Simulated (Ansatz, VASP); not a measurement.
Y2Si2F in VASP and in Ansatz

INCAR

```
SYSTEM = Y2Si2F
ALGO = Normal
EDIFF = 1E-6
ENCUT = 520
GGA = PE
ISIF = 2
ISMEAR = 0
LASPH = .True.
LCHARG = .True.
LELF = .True.
LREAL = .False.
LVHAR = .True.
LWAVE = .False.
NBANDS = 26
NELM = 100
PREC = Accurate
SIGMA = 0.1
```

File KPOINTS:

```
k-points
0
Gamma
  6 6 4
  0 0 0
```

POSCAR

```
Y2Si2F
1.0
    4.0761146500      0.0000000000      0.0000000000
   -2.0380573200      3.5300188400      0.0000000000
    0.0000000000      0.0000000000      6.8695895300
Y Si F
2 2 1
Direct
    0.3333333300      0.6666666700      0.2599999900
    0.6666666700      0.3333333300      0.7400000100
    0.3333333300      0.6666666700      0.6200000000
    0.6666666700      0.3333333300      0.3800000000
    0.0000000000      0.0000000000      0.0000000000
```

Input for Ansatz:

```yaml
crystal:
  lattice:
    - [4.07611465, 0.0, 0.0]
    - [-2.03805732, 3.53001884, 0.0]
    - [0.0, 0.0, 6.86958953]
  atoms:
    - { symbol: "Y", position: [0.33333333, 0.66666667, 0.25999999] }
    - { symbol: "Y", position: [0.66666667, 0.33333333, 0.74000001] }
    - { symbol: Si, position: [0.33333333, 0.66666667, 0.62] }
    - { symbol: Si, position: [0.66666667, 0.33333333, 0.38] }
    - { symbol: F, position: [0.0, 0.0, 0.0] }
basis:
  ecutwfc: 420
kpoints:
  mp_grid: { grid: [6, 6, 4] }
hamiltonian:
  xc: pbe
scf:
  occupations: { method: gaussian, width: 0.1 }
  lower_state_search: "off"
output:
  forces: true
  stress: true
  eigenvalues: true
```

Change from the starting cell: species swapped into the EuMn2As2 type (P-3m1, No. 164).

Alike in both runs: task single point; functional PBE; k mesh 6 × 6 × 4; occupations gaussian, width 0.1 eV; no spin polarisation.

|  | VASP | Ansatz |
| --- | --- | --- |
| version | VASP 6.6.1 | Ansatz 0.2.0 |
| potentials or method | VASP PAW PBE potentials, release 64 (Y_sv, Si, F), cutoff 520 eV | scalar-relativistic, plane waves, PAW |
| valence electrons in the cell | 37 | 37 |

VASP gave:

| Item | Value |
| --- | --- |
| gap on the k mesh at the Fermi level (eV) | none |
| pressure (GPa) | 20.8 |
| traceless stress, the component that is largest in VASP (GPa) | 2.36 |
| rms of the force components (eV/Å) | 1.864 |

Task: Estimate Ansatz's values.

Result: gap on the k mesh at the Fermi level (eV): none; pressure (GPa): 20.9; traceless stress, the component that is largest in VASP (GPa): 2.36; rms of the force components (eV/Å): 1.864.

Atom by atom the forces differ by 0.001 eV/Å (rms over components). A gap of «none» marks a metal or a gap that the smearing closes.
